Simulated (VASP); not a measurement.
Write the native input for VASP 6.6.1 that does the following.

| Property | Result |
| --- | --- |
| Task | single point |
| Functional | r2SCAN |
| Potentials or basis | VASP PAW PBE potentials, release 64 (Hf_pv, B) |
| Cutoff | 520 eV |
| k mesh | 6 × 6 × 6 |
| Occupations | gaussian, width 0.1 eV |
| Spin | no spin polarisation |
| Dipole correction | no |
| Further INCAR settings | ALGO = Normal; EDIFF = 1e-07; NBANDS = 15 |

The system is HfB2 (ref).

```xyz
3
Lattice="3.1327 0.0000 0.0000 -1.5663 2.7130 0.0000 0.0000 0.0000 3.4792" Properties=species:S:1:pos:R:3 pbc="T T T"
Hf    0.0000    0.0000    0.0000
B     0.0000    1.8087    1.7396
B     1.5663    0.9043    1.7396
```

These files were run (other wordings do the same):

POSCAR

```
HfB2
1.0
    3.1326790800      0.0000000000      0.0000000000
   -1.5663395400      2.7129796700      0.0000000000
    0.0000000000      0.0000000000      3.4792139900
Hf B
1 2
Direct
    0.0000000000      0.0000000000      0.0000000000
    0.3333333300      0.6666666700      0.5000000000
    0.6666666700      0.3333333300      0.5000000000
```

INCAR.step1

```
PREC = Accurate
ENCUT = 520
ISMEAR = 0
SIGMA = 0.1
LREAL = False
LASPH = True
NELM = 80
NBANDS = 15
GGA = PE
ALGO = Normal
EDIFF = 1E-4
LWAVE = True
LCHARG = False
```

INCAR.step2

```
PREC = Accurate
ENCUT = 520
EDIFF = 1E-7
ISMEAR = 0
SIGMA = 0.1
LREAL = False
LASPH = True
NELM = 80
ALGO = Normal
ISIF = 2
LWAVE = False
LCHARG = False
METAGGA = R2SCAN
LMIXTAU = True
NBANDS = 15
ISTART = 1
```

KPOINTS

```
Automatic mesh
0
Gamma
  6 6 6
```

Potentials or basis: VASP PAW PBE potentials, release 64 (Hf_pv, B).

Launch:

```console
$ cat potpaw_PBE.64/Hf_pv/POTCAR potpaw_PBE.64/B/POTCAR > POTCAR
$ cp INCAR.step1 INCAR
$ mpirun -np 1 vasp_std > vasp.out
$ cp INCAR.step2 INCAR
$ mpirun -np 1 vasp_std > vasp.out
```

Results of the run:

- Pressure: 0.3 GPa
- Band gap on the k mesh: zero (band 8 reaches 8.61 eV, above the bottom of band 9 at 7.41 eV)

Caveat: the k points lie up to 0.39 Å⁻¹ apart; the PAW data sets were made with another functional, which shifts forces and pressure a little; spin-orbit coupling is left out, which moves the levels of the heavy elements.

It took 20 s on 1 thread of Intel(R) Xeon(R) 6975P-C (Granite Rapids) (shared host), peak memory 0.15 GiB.
